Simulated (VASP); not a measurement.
A run of VASP 6.6.1 is set up as follows.

INCAR

```
PREC = Accurate
ENCUT = 520
EDIFF = 1E-6
ISMEAR = 0
SIGMA = 0.1
LREAL = F
LASPH = T
NELM = 150
ALGO = Fast
ISIF = 2
LWAVE = F
LCHARG = F
ISPIN = 2
MAGMOM = 0 1 1 1
LORBIT = 11
LMAXMIX = 4
GGA = PE
NBANDS = 38
```

The input KPOINTS:

```
Automatic mesh
0
Gamma
  4 4 6
```

POSCAR

```
TaMo3
1.0
    4.5048966377      0.0000000000      0.0000000000
    0.0000000000      4.5048966377      0.0000000000
    0.0000000000      0.0000000000      3.2136630130
Ta Mo
1 3
Direct
    0.5000000000      0.5000000000      0.0000000000
    0.0000000000      0.0000000000      0.0000000000
    0.5000000000      0.0000000000      0.5000000000
    0.0000000000      0.5000000000      0.5000000000
```

Potentials or basis: VASP PAW PBE potentials, release 64 (Ta_pv, Mo_sv).

Run with:

```bash
$ cat potpaw_PBE.64/Ta_pv/POTCAR potpaw_PBE.64/Mo_sv/POTCAR > POTCAR
$ mpirun -np 1 vasp_std > vasp.out
```

Question: Predict the pressure.

Answer: 0.3 GPa.

Question: Estimate the net moment.

Answer: 0.00 μB per cell.
